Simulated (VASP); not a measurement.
Set up this calculation in VASP 6.6.1, as the native input.

- Task: single point
- Functional: PBEsol
- Potentials or basis: VASP PAW PBE potentials, release 64 (Ag)
- Cutoff: 520 eV
- k mesh: 24 × 24 × 12
- Occupations: gaussian, width 0.1 eV
- Spin: no spin polarisation
- Dipole correction: no
- Further INCAR settings: ALGO = Fast; EDIFF = 1e-07; NBANDS = 18

The structure of Ag lies in POSCAR:

```
Ag
1.0
    2.7809820251      0.0000000000      0.0000000000
   -1.3904910125      2.4084010812      0.0000000000
    0.0000000000      0.0000000000      4.7752682421
Ag
2
Direct
    0.3333333333      0.6666666667      0.2500000000
    0.6666666667      0.3333333333      0.7500000000
```

This isn't the form of Ag at room conditions, which is fcc.

This cell differs from its parent crystal: biaxial strain in the a-b plane: -3.0 %.

These files were run (other wordings do the same):

INCAR

```
SYSTEM = Ag
PREC = Accurate
ENCUT = 520
EDIFF = 1E-7
ISMEAR = 0
SIGMA = 0.1
LREAL = .FALSE.
LASPH = .TRUE.
NELM = 100
ALGO = Fast
ISIF = 2
LWAVE = .FALSE.
LCHARG = .TRUE.
GGA = PS
LELF = .TRUE.
LVHAR = .TRUE.
NBANDS = 18
```

KPOINTS

```
regular mesh
0
G
  24 24 12
  0 0 0
```

Potentials or basis: VASP PAW PBE potentials, release 64 (Ag).

Command:

```sh
$ cat potpaw_PBE.64/Ag/POTCAR > POTCAR
$ mpirun -np 1 vasp_std > vasp.out
```

It gave:

The pressure is 5.8 GPa. The band gap on the k mesh is zero (bands 11 and 12 overlap by 7.94 eV).

Caveat: the cell differs from its parent crystal (biaxial strain in the a-b plane: -3.0 %); the stress differs along the axes, from 1 to 8 GPa; the PAW data sets were made with another functional, which shifts forces and pressure a little.

Wall time 3 min on 1 thread of AMD EPYC 9R45 96-Core Processor (Zen 5), with other jobs on the host, peak memory 0.28 GiB.
